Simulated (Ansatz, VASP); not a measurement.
CoH4: VASP beside Ansatz

```
Co H
1.0
     2.49952    0.00000    0.00000
    -1.24976    2.16465    0.00000
     0.00000    0.00000    8.28359
Co H
1 4
Direct
  0.66667 0.33333 0.22971
  0.33333 0.66667 0.12099
  0.00000 0.00000 0.33843
  0.33333 0.66667 0.67782
  0.33333 0.66667 0.76748
```

Alike in both runs: functional PBE; k mesh 12 × 12 × 4; occupations gaussian, width 0.1 eV; collinear spin.

Ansatz relaxed the structure, and its values are those at the end. VASP's run is a single point on that final structure, the one shown.

```csv
,VASP,Ansatz
version,VASP 6.6.1,Ansatz 0.2.0
potentials or method,"VASP PAW PBE potentials, release 64 (Co, H), cutoff 520 eV","scalar-relativistic, plane waves, PAW"
valence electrons in the cell,13,21
```

VASP gave:

```
gap on the k mesh at the Fermi level (eV)                     : none
pressure (GPa)                                                : -0.2
rms of the force components (eV/Å)                            : 0.004
net moment per atom (μB)                                      : 0.15
size of the moment on the site where the two differ most (μB) : 0.78
```

What did Ansatz give for the same quantities?

gap on the k mesh at the Fermi level (eV): none; pressure (GPa): 0.0; rms of the force components (eV/Å): 0.000; net moment per atom (μB): 0.15; size of the moment on the site where the two differ most (μB): 0.70.

Site moments also hang on the region over which each program counts them. A gap of «none» marks a metal or a gap that the smearing closes. VASP's potentials hold 13 valence electrons a cell and Ansatz's 21, so a difference there can come from the potentials and not from the codes.
